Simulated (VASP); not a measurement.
Set up this calculation in VASP 6.6.1, as the native input.

```yaml
Task: single point
Functional: PBE
Potentials_or_basis: VASP PAW PBE potentials, release 64 (Mo_sv, S)
Cutoff: 520 eV
k_mesh: 4 × 4 × 1
Occupations: gaussian, width 0.1 eV
Spin: no spin polarisation
Dipole_correction: yes
Further_INCAR_settings: LREAL = Auto; ALGO = Fast; EDIFF = 1e-06; NBANDS = 129
```

The structure of Mo16S lies in POSCAR:

```
Mo16S
1.0
    6.3209357480      0.0000000000      0.0000000000
    0.0000000000      6.3209357480      0.0000000000
    0.0000000000      0.0000000000     20.0883894757
Mo S
16 1
Direct
    0.2500000000      0.2500000000      0.1991199944
    0.2500000000      0.7500000000      0.1991199944
    0.7500000000      0.2500000000      0.1991199944
    0.7500000000      0.7500000000      0.1991199944
    0.0000000000      0.0000000000      0.2777840375
    0.0000000000      0.5000000000      0.2777840375
    0.5000000000      0.0000000000      0.2777840375
    0.5000000000      0.5000000000      0.2777840375
    0.2500000000      0.2500000000      0.3589730511
    0.2500000000      0.7500000000      0.3589730511
    0.7500000000      0.2500000000      0.3589730511
    0.7500000000      0.7500000000      0.3589730511
    0.0000000000      0.0000000000      0.4275300161
    0.0000000000      0.5000000000      0.4275300161
    0.5000000000      0.0000000000      0.4275300161
    0.5000000000      0.5000000000      0.4275300161
    0.1250000000      0.1875000000      0.5131018053
```

The input as run:

INCAR

```
PREC     = Accurate       # precision mode
ENCUT    = 520            # plane-wave cutoff, eV
EDIFF    = 1E-6           # SCF threshold, eV
ISMEAR   = 0              # smearing method
SIGMA    = 0.1            # smearing width, eV
LREAL    = Auto         
LASPH    = True           # aspherical terms in the spheres
NELM     = 60             # most SCF steps
ALGO     = Fast           # electronic algorithm
ISIF     = 2              # what is computed and relaxed
LWAVE    = False          # write WAVECAR
LCHARG   = False          # write CHGCAR
LDIPOL   = True         
IDIPOL   = 3            
DIPOL    = 0.5 0.5 0.327
GGA      = PE             # functional
NBANDS   = 129            # bands
```

KPOINTS

```
Automatic mesh
0
Gamma
  4 4 1
```

Potentials or basis: VASP PAW PBE potentials, release 64 (Mo_sv, S).

Command:

```console
$ cat potpaw_PBE.64/Mo_sv/POTCAR potpaw_PBE.64/S/POTCAR > POTCAR
$ mpirun -np 1 vasp_std > vasp.out
```

Results of the run:

```json
{
  "Largest force": "1.979 eV/Å",
  "Band gap on the k mesh": "zero (bands 115 and 116 overlap by 0.47 eV)"
}
```

Wall time 59 min on 1 thread of Oxide Virtual Turin-like Processor (shared host), peak memory 1.1 GiB.
